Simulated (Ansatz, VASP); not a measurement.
# One calculation of VH4, two programs

```
V H
1.0
    -2.05554    2.05554    2.05554
     2.05554   -2.05554    2.05554
     2.05554    2.05554   -2.05554
V H
1 4
Cartesian
  0.0000 0.0000 0.0000
  1.0278 1.0278 -1.0278
  -1.0278 1.0278 1.0278
  1.0278 1.0278 1.0278
  1.0278 -1.0278 1.0278
```

Change from the starting cell: species swapped into the NiHg4 type (Im-3m, No. 229).

Alike in both runs: task relaxation of cell and atoms; functional PBE; k mesh 14 × 14 × 14; occupations gaussian, width 0.1 eV; collinear spin.

```csv
,VASP,Ansatz
version,VASP 6.6.1,Ansatz 0.2.0
potentials or method,"VASP PAW PBE potentials, release 64 (V_sv, H), cutoff 600 eV","scalar-relativistic, plane waves, PAW"
valence electrons in the cell,17,17
```

|  | VASP | Ansatz | Ansatz less VASP |
| --- | --- | --- | --- |
| gap on the k mesh at the Fermi level, each at its own relaxed structure (eV) | none | none | - |
| net moment per atom (μB) | 0.27 | 0.27 | -0.001 |
| size of the moment on the site where the two differ most (μB) | 1.22 | 0.87 | -0.351 |
| relaxed volume (Å³/atom) | 6.95 | 6.94 | -0.013 |
| relaxed cell length with the largest relative difference (Å) | 3.560 | 3.558 | -0.0022 |

Site moments also hang on the region over which each program counts them. A gap of «none» marks a metal or a gap that the smearing closes.

Noted on VASP's run: the relaxation stopped at its first step, so nothing moved.
